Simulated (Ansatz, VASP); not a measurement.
# TlReAu: VASP beside Ansatz

File INCAR:

```
SYSTEM = TlReAu
PREC     = Accurate       ! precision mode
ENCUT    = 520            ! plane-wave cutoff, eV
EDIFF    = 1E-7           ! SCF threshold, eV
ISMEAR   = -1             ! smearing method
SIGMA    = 0.1446         ! smearing width, eV
LREAL    = .FALSE.        ! projectors in reciprocal space
LASPH    = .TRUE.         ! aspherical terms in the spheres
NELM     = 60             ! most SCF steps
ALGO     = Normal         ! electronic algorithm
ISIF     = 2              ! what is computed and relaxed
LWAVE    = .FALSE.        ! write WAVECAR
LCHARG   = .FALSE.        ! write CHGCAR
GGA      = PE             ! functional
NBANDS   = 56             ! bands
```

Contents of KPOINTS:

```
regular mesh
0
G
  5 5 9
  0 0 0
```

POSCAR

```
TlReAu
1.0
    3.7117610000      6.4289550000      0.0000000000
   -3.7117610000      6.4289550000      0.0000000000
    0.0000000000      0.0000000000      3.6391120000
Tl Au Re
3 3 3
Direct
    0.2450000000      0.7550000000      0.0000000000
    0.7550000000      0.0000000000      0.0000000000
    0.0000000000      0.2450000000      0.0000000000
    0.0000000000      0.0000000000      0.5000000000
    0.3333000000      0.3334000000      0.0000000000
    0.6667000000      0.6666000000      0.0000000000
    0.5850000000      0.4150000000      0.5000000000
    0.4150000000      0.0000000000      0.5000000000
    0.0000000000      0.5850000000      0.5000000000
```

Input for Ansatz:

```yaml
crystal:
  lattice:
    - [3.711761, 6.428955, 0.0]
    - [-3.711761, 6.428955, 0.0]
    - [0.0, 0.0, 3.639112]
  atoms:
    - { symbol: Tl, position: [0.245, 0.755, 0.0] }
    - { symbol: Tl, position: [0.755, 0.0, 0.0] }
    - { symbol: Tl, position: [0.0, 0.245, 0.0] }
    - { symbol: Au, position: [0.0, 0.0, 0.5] }
    - { symbol: Au, position: [0.3333, 0.3334, 0.0] }
    - { symbol: Au, position: [0.6667, 0.6666, 0.0] }
    - { symbol: Re, position: [0.585, 0.415, 0.5] }
    - { symbol: Re, position: [0.415, 0.0, 0.5] }
    - { symbol: Re, position: [0.0, 0.585, 0.5] }
  symmetry: { tolerance: 0.0003 }
kpoints:
  mp_grid: { grid: [5, 5, 9], shift: [0, 0, 0] }
  band_path:
    path:
      - [0.0, 0.0, 0.0]
      - [0.49999995, 0.50000002, 0.0]
      - [0.3333333, 0.66666674, 0.0]
      - [0.0, 0.0, 0.0]
      - [0.0, 0.0, 0.5]
      - [0.49999995, 0.50000002, 0.5]
      - [0.3333333, 0.66666674, 0.5]
      - [0.0, 0.0, 0.5]
      - [0.49999995, 0.50000002, 0.5]
      - [0.49999995, 0.50000002, 0.0]
      - [0.3333333, 0.66666674, 0.5]
    npoints: 6
magnetization:
  spin_polarized: false
scf:
  occupations: { method: fermi_dirac, width: 0.1446 }
  lower_state_search: "off"
  max_iter: 200
hamiltonian:
  pseudopotentials: { kind: paw }
  xc: pbe
basis:
  ecutwfc: 420
  fft_grid_basis: typed
output:
  forces: true
  stress: true
  eigenvalues: true
  bader: true
  populations: true
  elf: true
  write_potential: true
  volumetric_format: npy
  dos:
    e_range: [-12, 8]
    de: 0.05
    projected: { site_lists: { Au: [Au], Re: [Re], Tl: [Tl] } }
checkpoint:
  read: saved_state
```

Alike in both runs: task single point; functional PBE; k mesh 5 × 5 × 9; occupations fermi-dirac, width 0.1446 eV; no spin polarisation.

|  | VASP | Ansatz |
| --- | --- | --- |
| version | VASP 6.6.1 | Ansatz 0.2.0 |
| potentials or method | VASP PAW PBE potentials, release 64 (Tl_d, Au, Re), cutoff 520 eV | PAW plane waves |
| valence electrons in the cell | 93 | 141 |

Ansatz gave:

| Quantity | Value |
| --- | --- |
| pressure (GPa) | 3.5 |
| traceless stress, the component that is largest in VASP (GPa) | 2.41 |
| rms of the force components (eV/Å) | 1.385 |

Task: Which values does VASP return?

Result: Pressure (GPa): 3.4; traceless stress, the component that is largest in VASP (GPa): 2.41; rms of the force components (eV/Å): 1.393.

Atom by atom the forces differ by 0.007 eV/Å (rms over components). The functional is the same, so the differences come from potentials, cutoffs and numerics. VASP's potentials hold 93 valence electrons a cell and Ansatz's 141, so a difference there can come from the potentials and not from the codes. Ansatz's warnings: structure snapped to symmetry.

Spin-orbit coupling is off throughout.
